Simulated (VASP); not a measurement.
The system is Zn.

```xyz
2
Lattice="0.0000 2.7384 2.7384 2.7384 0.0000 2.7384 2.7384 2.7384 0.0000" Properties=species:S:1:pos:R:3 pbc="T T T"
Zn    0.6846    0.6846    0.6846
Zn    4.7922    4.7922    4.7922
```

* Program: VASP 6.6.1
* Task: relaxation of cell and atoms
* Functional: revPBE
* Potentials or basis: VASP PAW PBE potentials, release 64 (Zn)
* Cutoff: 600 eV
* k mesh: 10 × 10 × 10
* Occupations: fermi-dirac, width 0.1 eV
* Spin: no spin polarisation

At the start: pressure 9.7 GPa; volume 20.53 Å³/atom.

Problem. Where does the relaxation end?

Solution. Over 6 steps the energy falls by 132.0 meV/atom and the volume is 26.23 Å³/atom (+27.7 %); space group Fd-3m (No. 227, to 0.05 Å).

The path:
```csv
step,energy change (eV),largest force (eV/Å),pressure (GPa),volume (Å³)
1,0.0000,0.0000,9.71,41.07
2,-0.2465,0.0000,1.70,48.92
3,-0.2617,0.0000,0.58,51.15
4,-0.2524,0.0000,-1.02,55.82
5,-0.2638,0.0000,-0.06,52.71
6,-0.2639,0.0000,0.05,52.46
```

Final structure:
```cif
data_structure
_symmetry_space_group_name_H-M 'P 1'
_symmetry_Int_Tables_number 1
_cell_length_a 4.2020
_cell_length_b 4.2020
_cell_length_c 4.2020
_cell_angle_alpha 60.000
_cell_angle_beta 60.000
_cell_angle_gamma 60.000
_cell_volume 52.46
loop_
_atom_site_label
_atom_site_type_symbol
_atom_site_fract_x
_atom_site_fract_y
_atom_site_fract_z
_atom_site_occupancy
Zn1 Zn 0.12500 0.12500 0.12500 1
Zn2 Zn 0.87500 0.87500 0.87500 1
```

Caveat: the volume moved by over 15 % at a fixed basis, so the end points are rough; the PAW data sets were made with another functional, which shifts forces and pressure a little.
